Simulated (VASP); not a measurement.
Here is a VASP 6.6.1 calculation.

File INCAR:

```
SYSTEM = Be24NO
PREC = Accurate ; ENCUT = 520
EDIFF = 1E-6 ; ISMEAR = 0
SIGMA = 0.1 ; LREAL = .False.
LASPH = .True. ; NELM = 200
ALGO = Normal ; ISIF = 2
LWAVE = .False. ; LCHARG = .True.
ISPIN = 2 ; MAGMOM = 0 0 0 0 0 0 0 0 0 0 0 0 0 0 0 0 0 0 0 0 0 0 0 0 1 0
LORBIT = 11 ; LDIPOL = .True.
IDIPOL = 3 ; DIPOL = 0.5 0.5 0.295
GGA = PE ; LVHAR = .True.
LVACPOTAV = .True. ; NBANDS = 52
GGA_COMPAT = .False. ; NELMDL = -8
KPAR = 4
```

Contents of KPOINTS:

```
Automatic mesh
0
Gamma
  6 4 1
  0 0 0
```

Contents of POSCAR:

```
Be24NO
1.0
    4.5254381411      0.0000000000      0.0000000000
    0.0000000000      7.1336190820      0.0000000000
    0.0000000000      0.0000000000     22.3685529248
Be N O
24 1 1
Direct
    0.0000000000      0.3750000000      0.1788224752
    0.0000000000      0.8750000000      0.1788224752
    0.5000000000      0.3750000000      0.1788224752
    0.5000000000      0.8750000000      0.1788224752
    0.2500000000      0.1250000000      0.2080237711
    0.2500000000      0.6250000000      0.2080237711
    0.7500000000      0.1250000000      0.2080237711
    0.7500000000      0.6250000000      0.2080237711
    0.2500000000      0.3750000000      0.2664263628
    0.2500000000      0.8750000000      0.2664263628
    0.7500000000      0.3750000000      0.2664263628
    0.7500000000      0.8750000000      0.2664263628
    0.0000000000      0.1250000000      0.2903069137
    0.0000000000      0.6250000000      0.2903069137
    0.5000000000      0.1250000000      0.2903069137
    0.5000000000      0.6250000000      0.2903069137
    0.0000000000      0.3750000000      0.3546814205
    0.0000000000      0.8750000000      0.3546814205
    0.5000000000      0.3750000000      0.3546814205
    0.5000000000      0.8750000000      0.3546814205
    0.2500000000      0.1250000000      0.3741213369
    0.2500000000      0.6250000000      0.3741213369
    0.7500000000      0.1250000000      0.3741213369
    0.7500000000      0.6250000000      0.3741213369
    0.7500000000      0.4583333333      0.4827559906
    0.8709652247      0.5792985580      0.5091323057
```

Potentials or basis: VASP PAW PBE potentials, release 64 (Be, N, O).

The run is started by

```sh
$ cat potpaw_PBE.64/Be/POTCAR potpaw_PBE.64/N/POTCAR potpaw_PBE.64/O/POTCAR > POTCAR
$ mpirun -np 4 vasp_std > vasp.out
```

(1) What does it give for the net moment?

(2) Predict the largest force.

Answers

(1) 0.06 μB per cell.

(2) 1.036 eV/Å.

Caveat: the standard files for N, O and F lose accuracy on very short bonds.
